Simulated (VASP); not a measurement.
Sm2ZnTe3:

```
Sm Zn Te
1.0
     6.31801    0.00000    0.00000
    -3.15901    5.47156    0.00000
     0.00000    0.00000    6.04051
Sm Zn Te
2 1 3
Cartesian
  0.0000 3.6477 0.0000
  3.1590 1.8239 0.0000
  0.0000 0.0000 0.0000
  0.0000 3.6477 3.0203
  3.1590 1.8239 3.0203
  0.0000 0.0000 3.0203
```

The cell was generated, and may not be a known phase.

| Quantity | Value |
| --- | --- |
| Program | VASP 6.6.1 |
| Task | relaxation of cell and atoms |
| Functional | PBE |
| Potentials or basis | VASP PAW PBE potentials, release 64 (Sm_3, Zn, Te), 4f in core |
| Cutoff | 500 eV |
| k mesh | 3 × 3 × 4 |
| Occupations | gaussian, width 0.1 eV |
| Spin | no spin polarisation |

At the start: pressure -2.1 GPa; volume 34.80 Å³/atom.

**Question.** How do energy, volume and symmetry change on relaxing?

**Answer.** Over 6 steps the energy falls by 53.8 meV/atom and the volume is 31.04 Å³/atom (-10.8 %); space group P6/mmm (No. 191, to 0.1 Å) before and after.

Step by step:
```
step  energy change (eV)  largest force (eV/Å)  pressure (GPa)  volume (Å³)
   1              0.0000                0.0000           -2.10       208.82
   2             -0.2438                0.0000           -1.01       195.25
   3             -0.3167                0.0000            0.43       185.74
   4             -0.3167                0.0000            0.51       185.30
   5             -0.3176                0.0000           -0.18       187.09
   6             -0.3225                0.0000            0.14       186.22
```

Final structure:
```cif
data_structure
_symmetry_space_group_name_H-M 'P 1'
_symmetry_Int_Tables_number 1
_cell_length_a 5.9375
_cell_length_b 5.9375
_cell_length_c 6.0995
_cell_angle_alpha 90.000
_cell_angle_beta 90.000
_cell_angle_gamma 120.000
_cell_volume 186.22
loop_
_atom_site_label
_atom_site_type_symbol
_atom_site_fract_x
_atom_site_fract_y
_atom_site_fract_z
_atom_site_occupancy
Sm1 Sm 0.33333 0.66667 0.00000 1
Sm2 Sm 0.66667 0.33333 0.00000 1
Zn1 Zn 0.00000 0.00000 0.00000 1
Te1 Te 0.33333 0.66667 0.50000 1
Te2 Te 0.66667 0.33333 0.50000 1
Te3 Te 0.00000 0.00000 0.50000 1
```

Caveat: the k points lie up to 0.41 Å⁻¹ apart in the final cell, too coarse for converged energies and pressures of a metal.
